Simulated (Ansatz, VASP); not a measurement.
# One calculation of Ru, two programs

```
Ru
1.0
    -1.52682    1.52682    1.52682
     1.52682   -1.52682    1.52682
     1.52682    1.52682   -1.52682
Ru
1
Direct
  0.00000 0.00000 0.00000
```

Alike in both runs: task single point; functional PBE; k mesh 20 × 20 × 20; occupations gaussian, width 0.05 eV; no spin polarisation.

|  | VASP | Ansatz |
| --- | --- | --- |
| version | VASP 6.6.1 | Ansatz 0.2.0 |
| potentials or method | VASP PAW PBE potentials, release 64 (Ru_pv), cutoff 520 eV | scalar-relativistic, plane waves, PAW |
| valence electrons in the cell | 14 | 16 |

```tsv
	VASP	Ansatz	Ansatz less VASP
gap on the k mesh at the Fermi level (eV)	none	none	-
pressure (GPa)	-0.2	-0.1	+0.10
```

A gap of «none» marks a metal or a gap that the smearing closes. With one functional, cell and mesh, what is left measures potentials, basis and numerics. VASP's potentials hold 14 valence electrons a cell and Ansatz's 16, so a difference there can come from the potentials and not from the codes.
